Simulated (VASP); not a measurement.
Runs of VASP 6.6.1 on NiS4. It takes space group I4_1/amd (No. 141, tetragonal). The conventional cell has a = 7.497 Å, b = 7.497 Å, c = 6.695 Å, α = 90.00°, β = 90.00°, γ = 90.00°. S (site symmetry m) has 2 Ni at 2.36 to 2.64 Å and 8 S at 2.87 to 3.19 Å within 3.2 Å. Within 3.1 Å of Ni (site symmetry -4m2) lie 8 S at 2.36 to 2.64 Å. 

```tsv
level	smearing	gap on the mesh (eV)	pressure (GPa)	largest force (eV/Å)
r2SCAN	fermi-dirac 0.1 eV	none	(a)	0.79
r2SCAN	methfessel-paxton 0.005 eV	none	-10.4	0.83
RPBE	fermi-dirac 0.1 eV	none	-6.6	0.62
r2SCAN	gaussian 0.01 eV	none	-10.4	0.82
```

Alike in all rows: task single point; potentials or basis VASP PAW PBE potentials, release 64 (S, Ni); no spin polarisation; cell as given; k mesh 4 × 4 × 4; cutoff (eV) 520.

Fill in the values left out.

(a) -10.3.

Caveats: the PAW data sets were made with another functional, which shifts forces and pressure a little; the run has no spin polarisation, though such a crystal can be magnetic; the stress differs along the axes, from -17 to -7 GPa (at least some runs); the stress differs along the axes, from -16 to -7 GPa (at least some runs); the stress differs along the axes, from -12 to -4 GPa (at least some runs).

A gap of «none» marks levels without a gap at the run's occupations.
